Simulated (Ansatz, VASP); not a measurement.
**Ge in VASP and in Ansatz**

Contents of INCAR:

```
SYSTEM = Ge
PREC = Accurate
ENCUT = 520
EDIFF = 1E-7
ISMEAR = 0
SIGMA = 0.15
LREAL = .FALSE.
LASPH = .TRUE.
NELM = 60
ALGO = Normal
ISIF = 2
LWAVE = .FALSE.
LCHARG = .FALSE.
GGA = PS
NBANDS = 13
```

File KPOINTS:

```
regular mesh
0
G
  24 24 22
  0 0 0
```

Contents of POSCAR:

```
Ge
1.0
    1.3411274465     -2.4439162040      0.0000000000
    1.3411274465      2.4439162040      0.0000000000
    0.0000000000      0.0000000000      2.7220096156
Ge
1
Direct
    0.5000000000      0.5000000000      0.0000000000
```

Input for Ansatz:

```yaml
crystal:
  lattice:
    - [1.3411274465, -2.443916204, 0.0]
    - [1.3411274465, 2.443916204, 0.0]
    - [0.0, 0.0, 2.7220096156]
  atoms:
    - { symbol: Ge, position: [0.5, 0.5, 0.0] }
basis:
  ecutwfc: 420
kpoints:
  mp_grid: { grid: [24, 24, 22] }
hamiltonian:
  xc: pbesol
scf:
  occupations: { method: gaussian, width: 0.15 }
output:
  forces: true
  stress: true
  eigenvalues: true
```

Change from the starting cell: strain -0.030 along x and y, +0.030 along z, atoms carried along.

Alike in both runs: task single point; functional PBEsol; k mesh 24 × 24 × 22; occupations gaussian, width 0.15 eV; no spin polarisation.

|  | VASP | Ansatz |
| --- | --- | --- |
| version | VASP 6.6.1 | Ansatz 0.2.0 |
| potentials or method | VASP PAW PBE potentials, release 64 (Ge_d), cutoff 520 eV | scalar-relativistic, plane waves, PAW |
| valence electrons in the cell | 14 | 14 |

VASP gave:

- gap on the k mesh at the Fermi level (eV): none
- pressure (GPa): 3.3
- traceless stress, the component that is largest in VASP (GPa): -7.53

**Question.** Estimate Ansatz's values.

**Answer.** gap on the k mesh at the Fermi level (eV): none; pressure (GPa): 3.3; traceless stress, the component that is largest in VASP (GPa): -7.52.

VASP's potentials were made for PBE, not for PBEsol. A gap of «none» marks a metal or a gap that the smearing closes. The functional is the same, so the differences come from potentials, cutoffs and numerics.
